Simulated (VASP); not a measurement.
# WS2 in VASP: notebook

WS2 is run at these levels: PBEsol; tasks: single point.

All numbers are computed with VASP 6.6.1; they aren't measurements. Logs are shortened: lines on timing, memory, paths and dates and some standing lists are left out, and cuts for length are marked.

### 1 The cell of the first run

The cell holds a slab with vacuum, 6 atoms: a = 3.104 Å, b = 3.104 Å, c = 24.211 Å, α = 90.00°, β = 90.00°, γ = 120.00°.

### 2 Single point, PBEsol (33.67 Å³/atom)

Input file INCAR:

```
PREC     = Accurate       # precision mode
ENCUT    = 520            # plane-wave cutoff, eV
EDIFF    = 1E-7           # SCF threshold, eV
ISMEAR   = 0              # smearing method
SIGMA    = 0.05           # smearing width, eV
LREAL    = F              # projectors in reciprocal space
LASPH    = T              # aspherical terms in the spheres
NELM     = 80             # most SCF steps
ALGO     = Normal         # electronic algorithm
ISIF     = 2              # what is computed and relaxed
LWAVE    = F              # write WAVECAR
LCHARG   = T              # write CHGCAR
GGA      = PS             # functional
LELF     = T              # ELF
LVHAR    = T            
NBANDS   = 35             # bands
```

Input file KPOINTS:

```
regular mesh
0
Gamma
  12 12 2
```

Input file POSCAR:

```
WS2
1.0
    3.1041925901      0.0000000000      0.0000000000
   -1.5520962950      2.6883096412      0.0000000000
    0.0000000000      0.0000000000     24.2111501061
W S
2 4
Direct
    0.3333333333      0.6666666667      0.6345659624
    0.6666666667      0.3333333333      0.3654340376
    0.3333333333      0.6666666667      0.2989660749
    0.6666666667      0.3333333333      0.5680485953
    0.3333333333      0.6666666667      0.4319514047
    0.6666666667      0.3333333333      0.7010339251
```

Potentials or basis: VASP PAW PBE potentials, release 64 (W_sv, S).

The run is started by

```
> cat potpaw_PBE.64/W_sv/POTCAR potpaw_PBE.64/S/POTCAR > POTCAR
> mpirun -np 1 vasp_std > vasp.out
```

OUTCAR:

```text
PREC = Accurate
   ENCUT = 520
   EDIFF = 1E-7
   ISMEAR = 0
   LREAL = F
   LASPH = T
   NELM = 80
   ISIF = 2
   GGA = PS

 ion  position               nearest neighbor table
   1  0.333  0.667  0.635-   6 2.41   6 2.41   6 2.41   4 2.41   4 2.41   4 2.41
   2  0.667  0.333  0.365-   3 2.41   3 2.41   3 2.41   5 2.41   5 2.41   5 2.41
   3  0.333  0.667  0.299-   2 2.41   2 2.41   2 2.41
   4  0.667  0.333  0.568-   1 2.41   1 2.41   1 2.41
   5  0.333  0.667  0.432-   2 2.41   2 2.41   2 2.41
   6  0.667  0.333  0.701-   1 2.41   1 2.41   1 2.41

  LATTYP: Found a hexagonal cell.
 ALAT       =     3.1041925901
 C/A-ratio  =     7.7994999999

  Lattice vectors:

 A1 = (   3.1041925901,   0.0000000000,   0.0000000000)
 A2 = (  -1.5520962950,   2.6883096412,   0.0000000000)
 A3 = (   0.0000000000,   0.0000000000,  24.2111501061)

Analysis of symmetry for initial positions (statically):
=====================================================================
 Subroutine PRICEL returns:
 Original cell was already a primitive cell.

 Routine SETGRP: Setting up the symmetry group for a
 hexagonal supercell.

 Subroutine GETGRP returns: Found 12 space group operations
 (whereof 12 operations were pure point group operations)
 out of a pool of 24 trial point group operations.

The static configuration has the point symmetry D_3d.

Analysis of symmetry for dynamics (positions and initial velocities):
=====================================================================
 Subroutine PRICEL returns:
 Original cell was already a primitive cell.

 Routine SETGRP: Setting up the symmetry group for a
 hexagonal supercell.

 Subroutine GETGRP returns: Found 12 space group operations
 (whereof 12 operations were pure point group operations)
 out of a pool of 24 trial point group operations.

The dynamic configuration has the point symmetry D_3d.

 Subroutine INISYM returns: Found 12 space group operations
 (whereof 12 operations are pure point group operations),
 and found     1 'primitive' translations

----------------------------------------------------------------------------------------

                                     Primitive cell

  volume of cell :     202.0428

  direct lattice vectors                    reciprocal lattice vectors
     3.104192590  0.000000000  0.000000000     0.322144961  0.185990480  0.000000000
    -1.552096295  2.688309641  0.000000000     0.000000000  0.371980960  0.000000000
[... 92 lines left out ...]
   NELM   =     80;   NELMIN=  2; NELMDL= -5     # of ELM steps
   EDIFF  = 0.1E-06   stopping-criterion for ELM
   LREAL  =      F    real-space projection
   EDIFFG = 0.1E-05   stopping-criterion for IOM
   NSW    =      0    number of steps for IOM
   IBRION =     -1    ionic relax: 0-MD 1-quasi-New 2-CG
   NFREE  =      0    steps in history (QN), initial steepest desc. (CG)
   ISIF   =      2    stress and relaxation
   ISYM   =      2    0-nonsym 1-usesym 2-fastsym
   POTIM  = 0.5000    time-step for ionic-motion
   TEBEG  =    0.0;   TEEND  =   0.0 temperature during run
   PSTRESS=    0.0 pullay stress
   NELECT =      52.0000    total number of electrons
   NUPDOWN=      -1.0000    fix difference up-down
   EMIN   =  10.00;   EMAX   =-10.00  energy-range for DOS
   EFERMI =   0.00;   METHOD = LEGACY
   ISMEAR =     0;   SIGMA  =   0.05  broadening in eV -4-tet -1-fermi 0-gaus
   EFERMI_NEDOS =   21; number of points for ismear=-14 and -15
   IALGO  =     38    algorithm
   IMIX   =      4    mixing-type and parameters
     AMIX     =   0.40;   BMIX     =  1.00
     AMIX_MAG =   1.60;   BMIX_MAG =  1.00
  volume/ion in A,a.u.               =      33.67       227.24
  Fermi-wavevector in a.u.,A,eV,Ry     =   1.041345  1.967858 14.754162  1.084400
  Thomas-Fermi vector in A             =   2.175962
   LORBIT       =      0    0 simple, 1 ext, 2 COOP (PROOUT), +10 PAW based schemes
   GGA     = PS    functional components
   LHFCALC =     F    Hartree Fock is set to
   AEXX    =    0.0000 exact exchange contribution
   IVDW    =     0    specifies the selected vdW correction
   LEPSILON=     F    determine dielectric tensor
   LRPA    =     F    only Hartree local field effects (RPA)
 non-spin polarized calculation
 Gauss-broadening in eV      SIGMA  =   0.05
  energy-cutoff  :      520.00
  volume of cell :      202.04
 maximum number of plane-waves:      5472
 NGX is ok and might be reduce to    24
   NGX = 11   NGY = 11   NGZ = 91

 number of electron      52.0000003 magnetization

 Free energy of the ion-electron system (eV)
  ---------------------------------------------------
  ext. energy  EPLUGINS =         0.00000000
  ---------------------------------------------------
  free energy    TOTEN  =       -50.45851824 eV

  energy without entropy =      -50.45851824  energy(sigma->0) =      -50.45851824

 E-fermi :   1.1587     XC(G=0):  -6.2283

 val. band max:        0.9371194866   @ k =   0.3333   0.3333   0.5000
 cond. band min:       2.5351321166   @ k =   0.1667   0.1667   0.5000
 fundamental gap:      1.5980126301
 Fermi energy:         1.1586941341

 k-point     1 :       0.0000    0.0000    0.0000
  band No.  band energies     occupation
      1     -73.0043      2.00000
      2     -73.0043      2.00000
      3     -37.3025      2.00000
      4     -37.3025      2.00000
      5     -37.0499      2.00000
      6     -37.0499      2.00000
[... 901 lines left out ...]
     34       5.5176      0.00000
     35       7.4396      0.00000

 [... further k-points ...]
[... 5 lines left out ...]
  --------------------------------------------------------------------------------------
  -------------------------------------------------------------------------------------
  Total        1.5312935      1.5312935     -3.4399965      0.0000000      0.0000000     -0.0000000
  in kB       12.1429904     12.1429904    -27.2787974      0.0000000      0.0000000     -0.0000000
  external PRESSURE =      -0.9976055 kB  Pullay stress =       0.0000000 kB

 VOLUME and BASIS-vectors are now :
 -----------------------------------------------------------------------------
  energy-cutoff  :      520.00
  volume of cell :      202.04
      direct lattice vectors                 reciprocal lattice vectors
     3.104192590  0.000000000  0.000000000     0.322144961  0.185990480  0.000000000
    -1.552096295  2.688309641  0.000000000     0.000000000  0.371980960  0.000000000
     0.000000000  0.000000000 24.211150106     0.000000000  0.000000000  0.041303284

 POSITION                                       TOTAL-FORCE (eV/Angst)
 -----------------------------------------------------------------------------------
     -0.00000      1.79221     15.36357        -0.000000     -0.000000     -0.001767
      1.55210      0.89610      8.84758         0.000000      0.000000      0.001767
     -0.00000      1.79221      7.23831         0.000000     -0.000000      0.517773
      1.55210      0.89610     13.75311         0.000000     -0.000000      0.507432
     -0.00000      1.79221     10.45804         0.000000      0.000000     -0.507432
      1.55210      0.89610     16.97284         0.000000     -0.000000     -0.517773
 -----------------------------------------------------------------------------------
    total drift:                                0.000000      0.000000      0.000000

  FREE ENERGIE OF THE ION-ELECTRON SYSTEM (eV)
  ---------------------------------------------------
  free  energy   TOTEN  =       -50.4585182439 eV

  energy  without entropy=      -50.4585182439  energy(sigma->0) =      -50.45851824
```

It took 7 min on 1 thread of Intel Xeon Platinum 8488C (Sapphire Rapids), shared host; peak memory 0.43 GiB.

What came out:

```
Free energy            : -50.4585 eV
Largest force          : 0.518 eV/Å
Band gap on the k mesh : 1.60 eV (least direct gap 2.19 eV)
```

Forces on the atoms (eV/Å):
```
W    0.000  0.000 -0.002
W    0.000  0.000  0.002
S    0.000  0.000  0.518
S    0.000  0.000  0.507
S    0.000  0.000 -0.507
S    0.000  0.000 -0.518
```

Caveat: there is no dipole correction, which matters where the two faces differ; the PAW data sets were made with another functional, which shifts forces and pressure a little; spin-orbit coupling is left out, which moves the levels of the heavy elements.

### 3 Single point, PBEsol (29.63 Å³/atom)

This run uses another cell than the first one.

Input file INCAR:

```
SYSTEM = WS2
PREC     = Accurate       ! precision mode
ENCUT    = 520            ! plane-wave cutoff, eV
EDIFF    = 1E-6           ! SCF threshold, eV
ISMEAR   = 0              ! smearing method
SIGMA    = 0.05           ! smearing width, eV
LREAL    = .FALSE.        ! projectors in reciprocal space
LASPH    = .TRUE.         ! aspherical terms in the spheres
NELM     = 100            ! most SCF steps
ALGO     = Normal         ! electronic algorithm
ISIF     = 2              ! what is computed and relaxed
LWAVE    = .FALSE.        ! write WAVECAR
LCHARG   = .FALSE.        ! write CHGCAR
GGA      = PS             ! functional
NBANDS   = 35             ! bands
```

Input file KPOINTS:

```
Automatic mesh
0
G
  12 12 2
  0 0 0
```

POSCAR: that of step 2 with these lines changed.

```diff
@@ -2,5 +2,5 @@
 1.0
-    3.1041925901      0.0000000000      0.0000000000
-   -1.5520962950      2.6883096412      0.0000000000
-    0.0000000000      0.0000000000     24.2111501061
+    3.0967020683      0.0000000000      0.0000000000
+   -1.5483510341      2.6818226591      0.0000000000
+    0.0000000000      0.0000000000     21.4090497492
 W S
```

Potentials or basis: VASP PAW PBE potentials, release 64 (W_sv, S).

The run is started by

```
> cat potpaw_PBE.64/W_sv/POTCAR potpaw_PBE.64/S/POTCAR > POTCAR
> mpirun -np 1 vasp_std > vasp.out
```

It took 2.8 min on 1 thread of AMD EPYC 9R45 (Zen 5), shared host; peak memory 0.37 GiB.

It converged, with:

* Free energy: -49.1850 eV
* Largest force: 4.155 eV/Å
* Band gap on the k mesh: 0.42 eV (least direct gap 1.62 eV)

Forces in eV/Å, atoms in the order of the input:
```
W    0.000  0.000  0.026
W    0.000  0.000 -0.026
S    0.000  0.000 -4.155
S    0.000  0.000 -4.026
S    0.000  0.000  4.026
S    0.000  0.000  4.155
```

Levels at points of the mesh, in eV from the valence-band top:
| k point | band 24 | band 25 | band 26 | band 27 | band 28 | band 29 |
| --- | --- | --- | --- | --- | --- | --- |
| (0.00, 0.00, 0.00) | -2.28 | -0.93 | 0.00 | 2.07 | 2.07 | 2.08 |
| (0.50, 0.00, 0.00) | -2.58 | -2.16 | -2.01 | 1.91 | 1.95 | 2.55 |
| (0.00, 0.00, 0.50) | -2.28 | -0.93 | 0.00 | 2.07 | 2.07 | 2.08 |
| (0.50, 0.00, 0.50) | -2.58 | -2.16 | -2.01 | 1.91 | 1.95 | 2.55 |

Caveat: there is no dipole correction, which matters where the two faces differ; the PAW data sets were made with another functional, which shifts forces and pressure a little; spin-orbit coupling is left out, which moves the levels of the heavy elements.

### 4 Single point, PBEsol (30.98 Å³/atom)

This run uses another cell than the first one.

Input file INCAR:

```
ALGO = Normal ; EDIFF = 1E-6
ENCUT = 520 ; GGA = PS
ISIF = 2 ; ISMEAR = 0
LASPH = True ; LCHARG = True
LELF = True ; LREAL = False
LVHAR = True ; LWAVE = False
NBANDS = 35 ; NELM = 60
PREC = Accurate ; SIGMA = 0.05
```

Input file KPOINTS:

```
k-points
0
Gamma
  12 12 2
```

POSCAR: that of step 3 with these lines changed.

```diff
@@ -2,5 +2,5 @@
 1.0
-    3.0967020683      0.0000000000      0.0000000000
-   -1.5483510341      2.6818226591      0.0000000000
-    0.0000000000      0.0000000000     21.4090497492
+    2.9392895885      0.0000000000      0.0000000000
+   -1.4696447942      2.5454994527      0.0000000000
+    0.0000000000      0.0000000000     24.8437573889
 W S
```

Potentials or basis: VASP PAW PBE potentials, release 64 (W_sv, S).

The run is started by

```
> cat potpaw_PBE.64/W_sv/POTCAR potpaw_PBE.64/S/POTCAR > POTCAR
> mpirun -np 1 vasp_std > vasp.out
```

OUTCAR:

```text
EDIFF = 1E-6
   ENCUT = 520
   GGA = PS
   ISIF = 2
   ISMEAR = 0
   LASPH = True
   LREAL = False
   NELM = 60
   PREC = Accurate

 ion  position               nearest neighbor table
   1  0.333  0.667  0.635-   6 2.37   6 2.37   6 2.37   4 2.37   4 2.37   4 2.37
   2  0.667  0.333  0.365-   3 2.37   3 2.37   3 2.37   5 2.37   5 2.37   5 2.37
   3  0.333  0.667  0.299-   2 2.37   2 2.37   2 2.37
   4  0.667  0.333  0.568-   1 2.37   1 2.37   1 2.37
   5  0.333  0.667  0.432-   2 2.37   2 2.37   2 2.37
   6  0.667  0.333  0.701-   1 2.37   1 2.37   1 2.37

  LATTYP: Found a hexagonal cell.
 ALAT       =     2.9392895885
 C/A-ratio  =     8.4523000000

  Lattice vectors:

 A1 = (   2.9392895885,   0.0000000000,   0.0000000000)
 A2 = (  -1.4696447942,   2.5454994527,   0.0000000000)
 A3 = (   0.0000000000,   0.0000000000,  24.8437573889)

Analysis of symmetry for initial positions (statically):
=====================================================================
[... 176 lines left out ...]
  ---------------------------------------------------
  free energy    TOTEN  =       -49.52025282 eV

  energy without entropy =      -49.52025282  energy(sigma->0) =      -49.52025282

 E-fermi :   1.7694     XC(G=0):  -6.4220

 val. band max:        1.5115547698   @ k =   0.3333   0.3333   0.0000
 cond. band min:       2.8352898298   @ k =   0.1667   0.1667   0.5000
 fundamental gap:      1.3237350601
 Fermi energy:         1.7693706803

 k-point     1 :       0.0000    0.0000    0.0000
  band No.  band energies     occupation
      1     -72.1263      2.00000
      2     -72.1263      2.00000
      3     -36.5914      2.00000
      4     -36.5914      2.00000
      5     -36.0778      2.00000
      6     -36.0778      2.00000
[... 901 lines left out ...]
     34       6.5648      0.00000
     35       8.2558      0.00000

 [... further k-points ...]
[... 5 lines left out ...]
  --------------------------------------------------------------------------------------
  -------------------------------------------------------------------------------------
  Total       15.0870243     15.0870243     -0.4683327      0.0000000      0.0000000     -0.0000000
  in kB      130.0413620    130.0413620     -4.0367552      0.0000000      0.0000000     -0.0000000
  external PRESSURE =      85.3486562 kB  Pullay stress =       0.0000000 kB

 VOLUME and BASIS-vectors are now :
 -----------------------------------------------------------------------------
  energy-cutoff  :      520.00
  volume of cell :      185.88
      direct lattice vectors                 reciprocal lattice vectors
     2.939289588  0.000000000  0.000000000     0.340218264  0.196425106  0.000000000
    -1.469644794  2.545499453  0.000000000     0.000000000  0.392850212  0.000000000
     0.000000000  0.000000000 24.843757389     0.000000000  0.000000000  0.040251560

 POSITION                                       TOTAL-FORCE (eV/Angst)
 -----------------------------------------------------------------------------------
     -0.00000      1.69700     15.76500         0.000000      0.000000     -0.005224
      1.46964      0.84850      9.07875        -0.000000     -0.000000      0.005224
     -0.00000      1.69700      7.42744         0.000000     -0.000000      0.051645
      1.46964      0.84850     14.11246         0.000000      0.000000      0.041987
     -0.00000      1.69700     10.73130         0.000000     -0.000000     -0.041987
      1.46964      0.84850     17.41632         0.000000      0.000000     -0.051645
 -----------------------------------------------------------------------------------
    total drift:                                0.000000     -0.000000      0.000000

  FREE ENERGIE OF THE ION-ELECTRON SYSTEM (eV)
  ---------------------------------------------------
  free  energy   TOTEN  =       -49.5202528217 eV

  energy  without entropy=      -49.5202528217  energy(sigma->0) =      -49.52025282
```

OSZICAR:

```text
N       E                     dE             d eps       ncg     rms          rms(c)
DAV:   1     0.509241729055E+03    0.50924E+03   -0.28148E+04  3084   0.135E+03
DAV:   2    -0.181411008434E+02   -0.52738E+03   -0.51179E+03  3321   0.362E+02
DAV:   3    -0.507304429020E+02   -0.32589E+02   -0.32136E+02  3365   0.881E+01
[... 16 lines left out ...]
DAV:  20    -0.495202284750E+02   -0.33933E-04   -0.23203E-06  2470   0.623E-03    0.310E-03
DAV:  21    -0.495202447103E+02   -0.16235E-04   -0.98852E-07  2427   0.234E-03    0.303E-03
DAV:  22    -0.495202503203E+02   -0.56100E-05   -0.27034E-07  2203   0.153E-03    0.625E-04
DAV:  23    -0.495202521805E+02   -0.18602E-05   -0.10588E-07  1925   0.867E-04    0.510E-04
DAV:  24    -0.495202528217E+02   -0.64112E-06   -0.49964E-08  1898   0.561E-04
   1 F= -.49520253E+02 E0= -.49520253E+02  d E =-.111216E-14
```

stdout:

```text
POSCAR found type information on POSCAR W S
 POSCAR found :  2 types and       6 ions
 scaLAPACK will be used
 -----------------------------------------------------------------------------
|                                                                             |
|                                                                             |
|     You enforced a specific xc type in the INCAR file but a different       |
|     I HOPE YOU KNOW WHAT YOU ARE DOING!                                     |
|                                                                             |
 -----------------------------------------------------------------------------

 LDA part: xc-table for (Slater+PW92), standard interpolation
 POSCAR, INCAR and KPOINTS ok, starting setup
 FFT: planning ... GRIDC
 FFT: planning ... GRID_SOFT
 FFT: planning ... GRID
 WAVECAR not read
 entering main loop
```

Wall time 3.8 min (1 thread of AMD EPYC 9R45 (Zen 5), shared host); peak memory 0.4 GiB.

What came out:

| Property | Result |
| --- | --- |
| Free energy | -49.5203 eV |
| Largest force | 0.052 eV/Å |
| Band gap on the k mesh | 1.32 eV (least direct gap 2.11 eV) |

Forces in eV/Å, atoms in the order of the input:
```
W    0.000  0.000 -0.005
W    0.000  0.000  0.005
S    0.000  0.000  0.052
S    0.000  0.000  0.042
S    0.000  0.000 -0.042
S    0.000  0.000 -0.052
```

Caveat: there is no dipole correction, which matters where the two faces differ; the PAW data sets were made with another functional, which shifts forces and pressure a little; spin-orbit coupling is left out, which moves the levels of the heavy elements.

(Continued in part 2 of 2.)
